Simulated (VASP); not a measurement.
Input of a VASP 6.6.1 run:

POSCAR

```
Ta
1.0
    4.6148994293      0.0000000000      0.0000000000
   -2.3074497147      3.9966201417      0.0000000000
    0.0000000000      0.0000000000      7.7289341401
Ta
8
Direct
    0.0000000000      0.3235295489      0.0000000000
    0.3235295489      0.0000000000      0.0000000000
    0.6764704511      0.6764704511      0.0000000000
    0.0000000000      0.6764704511      0.5000000000
    0.6764704511      0.0000000000      0.5000000000
    0.3235295489      0.3235295489      0.5000000000
    0.6666666667      0.3333333333      0.7500000000
    0.3333333333      0.6666666667      0.2500000000
```

INCAR.step1

```
SYSTEM = Ta
ALGO = Normal ; EDIFF = 1E-4
ENCUT = 520 ; GGA = PE
ISMEAR = 0 ; LASPH = .TRUE.
LCHARG = .FALSE. ; LREAL = .FALSE.
LWAVE = .TRUE. ; NBANDS = 54
NELM = 80 ; PREC = Accurate
SIGMA = 0.15
```

Contents of INCAR.step2:

```
SYSTEM = Ta
ALGO = Normal ; EDIFF = 1E-6
ENCUT = 520 ; ISIF = 2
ISMEAR = 0 ; ISTART = 1
LASPH = .TRUE. ; LCHARG = .FALSE.
LMIXTAU = .TRUE. ; LREAL = .FALSE.
LWAVE = .FALSE. ; METAGGA = R2SCAN
NBANDS = 54 ; NELM = 80
PREC = Accurate ; SIGMA = 0.15
```

The input KPOINTS:

```
k-points
0
G
  12 12 6
  0 0 0
```

Potentials or basis: VASP PAW PBE potentials, release 64 (Ta_pv).

Launch:

```console
$ cat potpaw_PBE.64/Ta_pv/POTCAR > POTCAR
$ cp INCAR.step1 INCAR
$ mpirun -np 1 vasp_std > vasp.out
$ cp INCAR.step2 INCAR
$ mpirun -np 1 vasp_std > vasp.out
```

(1) Predict the pressure.

(2) What does it give for the largest force?

## Answers

(1) 52.0 GPa.

(2) 0.918 eV/Å.

Caveat: the cell differs from its parent crystal (strain -0.080 along x and y, -0.080 along z); the cell stands under pressure; the PAW data sets were made with another functional, which shifts forces and pressure a little.
